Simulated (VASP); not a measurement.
GaSb:

```
Ga Sb
1.0
     0.00000    3.06588    3.06588
     3.06588    0.00000    3.06588
     3.06588    3.06588    0.00000
Ga Sb
1 1
Direct
  0.00000 0.00000 0.00000
  0.25000 0.25000 0.25000
```

Base run:

| Quantity | Value |
| --- | --- |
| Program | VASP 6.6.1 |
| Functional | PBEsol |
| Potentials or basis | VASP PAW PBE potentials, release 64 (Ga_d, Sb) |
| Cutoff | 520 eV |
| k mesh | 6 × 6 × 6 |
| Occupations | fermi-dirac, width 0.02 eV |
| Spin | no spin polarisation |

Its results: band gap on the k mesh zero (filled and empty bands touch); pressure -0.3 GPa.

**Question.** The run is repeated on the same cell with these changes: functional from PBEsol to PBE-based screened hybrid with 100 % exact exchange; k mesh from 6 × 6 × 6 to 4 × 4 × 4. What comes out?

**Answer.** Band gap on the k mesh 6.53 eV (least direct gap 8.21 eV); pressure -23.4 GPa.

Several settings changed at once.

Caveats: some runs use coarse meshes; the PAW data sets were made with another functional, which shifts forces and pressure a little; spin-orbit coupling is left out, which moves the levels of the heavy elements; semilocal functionals underestimate gaps, so a narrow gap can read as zero (at least some runs).

A k mesh can miss the band edges.
